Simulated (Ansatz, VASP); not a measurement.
## Two plane-wave programs on CsAs2

```xyz
6
Lattice="4.3450 0.0000 0.0000 0.0000 4.3450 0.0000 0.0000 0.0000 9.1186" Properties=species:S:1:pos:R:3 pbc="T T T"
Cs    2.1725    0.0000    2.5532
Cs    0.0000    2.1725    6.5654
As    0.0000    0.0000    0.0000
As    2.1725    2.1725    0.0000
As    2.1725    0.0000    5.8359
As    0.0000    2.1725    3.2827
```

Alike in both runs: task relaxation of cell and atoms; functional PBE; k mesh 4 × 4 × 2; occupations gaussian, width 0.1 eV; no spin polarisation.

```csv
,VASP,Ansatz
version,VASP 6.6.1,Ansatz 0.2.0
potentials or method,"VASP PAW PBE potentials, release 64 (Cs_sv, As), cutoff 600 eV","scalar-relativistic, plane waves, PAW"
valence electrons in the cell,38,78
```

```tsv
	VASP	Ansatz	Ansatz less VASP
gap on the k mesh at the Fermi level, each at its own relaxed structure (eV)	none	none	-
relaxed volume (Å³/atom)	31.19	31.07	-0.122
relaxed length of the cell vector where the two differ most in proportion (Å)	12.922	12.891	-0.0306
```

A gap of «none» marks a metal or a gap that the smearing closes. VASP's potentials hold 38 valence electrons a cell and Ansatz's 78, so a difference there can come from the potentials and not from the codes.

The k mesh is coarse, so the values compare programs but aren't converged. Neither program's run includes spin-orbit coupling.
